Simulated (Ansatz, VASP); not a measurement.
Two plane-wave programs on NaF

```
Na F
1.0
     0.00000    2.38138    2.32330
     2.38138    0.00000    2.32330
     2.38138    2.38138    0.00000
Na F
1 1
Direct
  0.00000 0.00000 0.00000
  0.50000 0.50000 0.50000
```

Change from the starting cell: strain +0.025 along x and y, +0.000 along z, atoms carried along.

Alike in both runs: task single point; functional PBE; k mesh 8 × 8 × 8; occupations gaussian, width 0.05 eV; no spin polarisation.

|  | VASP | Ansatz |
| --- | --- | --- |
| version | VASP 6.6.1 | Ansatz 0.2.0 |
| potentials or method | VASP PAW PBE potentials, release 64 (Na_pv, F), cutoff 520 eV | scalar-relativistic, plane waves, PAW |
| valence electrons in the cell | 14 | 16 |

Ansatz gave:

```
gap on the k mesh at the Fermi level (eV)                     : 6.01
least direct gap on the mesh (eV)                             : 6.01
pressure (GPa)                                                : -0.6
traceless stress, the component that is largest in VASP (GPa) : 1.08
```

Problem. Estimate VASP's values.

Solution. gap on the k mesh at the Fermi level (eV): 6.00; least direct gap on the mesh (eV): 6.00; pressure (GPa): -0.7; traceless stress, the component that is largest in VASP (GPa): 1.12.

VASP's potentials hold 14 valence electrons a cell and Ansatz's 16, so a difference there can come from the potentials and not from the codes.
